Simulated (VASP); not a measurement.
Runs of VASP 6.6.1 on Si. The structure is that of space group Fd-3m (No. 227), or close to it. The cells are those of the table. 

| cell | k mesh | gap on the mesh (eV) | pressure (GPa) |
| --- | --- | --- | --- |
| a = 3.650 Å, angles 60.0°, 2 atoms | 16 × 16 × 16 | 0.25 | (c) |
| a = 3.919 Å, angles 60.0°, 2 atoms | 14 × 14 × 14 | (a) | -3.3 |
| a = 3.591 Å, angles 60.0°, 2 atoms | 16 × 16 × 16 | 0.13 | 31.4 |
| a = 3.401 Å, angles 60.0°, 2 atoms | 16 × 16 × 16 | none | 74.4 |
| a = 3.530 Å, angles 60.0°, 2 atoms | 16 × 16 × 16 | none | (b) |

Alike in all rows: task single point; level PBE; potentials or basis VASP PAW PBE potentials, release 64 (Si); no spin polarisation; cutoff (eV) 520; smearing gaussian 0.05 eV.

Q: Fill in the values left out.

A: (a) 0.68; (b) 42.8; (c) 22.2.

A k mesh can miss the band edges.

A gap of «none» marks levels without a gap at the run's occupations.
